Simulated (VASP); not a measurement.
Wanted: the native input for a VASP 6.6.1 run.

- Task: single point
- Functional: PBE
- Potentials or basis: VASP PAW PBE potentials, release 64 (Fe_sv, O)
- Cutoff: 700 eV
- k mesh: 5 × 5 × 3
- Occupations: gaussian, width 0.05 eV
- Spin: collinear spin, ferromagnetic start
- Starting moments: [4.0, 4.0, 0.0, 0.0] μB
- Hubbard terms: Fe d U = 4.0 eV
- Dipole correction: no
- Further INCAR settings: ALGO = Normal; EDIFF = 1e-06; NBANDS = 34

The structure of FeO lies in POSCAR:

```
FeO
1.0
    0.0000000000      2.2025485815     -2.2025485815
    0.0000000000      2.2025485815      2.2025485815
    4.4050971630      0.0000000000      0.0000000000
Fe O
2 2
Direct
    0.0000000000      0.0000000000      0.0000000000
    0.5000000000      0.5000000000      0.5000000000
    0.0000000000      1.0000000000      0.5000000000
    0.5000000000      1.5000000000      1.0000000000
```

These files were run (other wordings do the same):

INCAR

```
SYSTEM = FeO
PREC = Accurate
ENCUT = 700
EDIFF = 1E-6
ISMEAR = 0
SIGMA = 0.05
LREAL = .FALSE.
LASPH = .TRUE.
NELM = 200
ALGO = Normal
ISIF = 2
LWAVE = .FALSE.
LCHARG = .FALSE.
ISPIN = 2
MAGMOM = 4 4 0 0
LORBIT = 11
LMAXMIX = 4
LDAU = .TRUE.
LDAUTYPE = 2
LDAUL = 2 -1
LDAUU = 4 0
LDAUJ = 0 0
LDAUPRINT = 1
GGA = PE
NBANDS = 34
GGA_COMPAT = .FALSE.
```

KPOINTS

```
Automatic mesh
0
G
  5 5 3
  0 0 0
```

Potentials or basis: VASP PAW PBE potentials, release 64 (Fe_sv, O).

Command:

```sh
$ cat potpaw_PBE.64/Fe_sv/POTCAR potpaw_PBE.64/O/POTCAR > POTCAR
$ mpirun -np 1 vasp_std > vasp.out
```

Results of the run:

```
Pressure                                              : -9.9 GPa
Band gap on the k mesh                                : zero (filled and empty bands overlap)
Net moment                                            : 8.03 μB per cell
Site moments                                          : Fe +3.67; O +0.21 μB
Valence electrons inside the program's atomic spheres : Fe 13.58; O 4.98
```

Caveat: the k points lie up to 0.48 Å⁻¹ apart, too coarse for converged energies and pressures of a metal; the run started ferromagnetic, and an antiferromagnetic order may lie lower in energy.

It took 4.7 min on 1 thread of Intel(R) Xeon(R) Platinum 8375C CPU @ 2.90GHz (Ice Lake), on a shared host, peak memory 0.22 GiB.
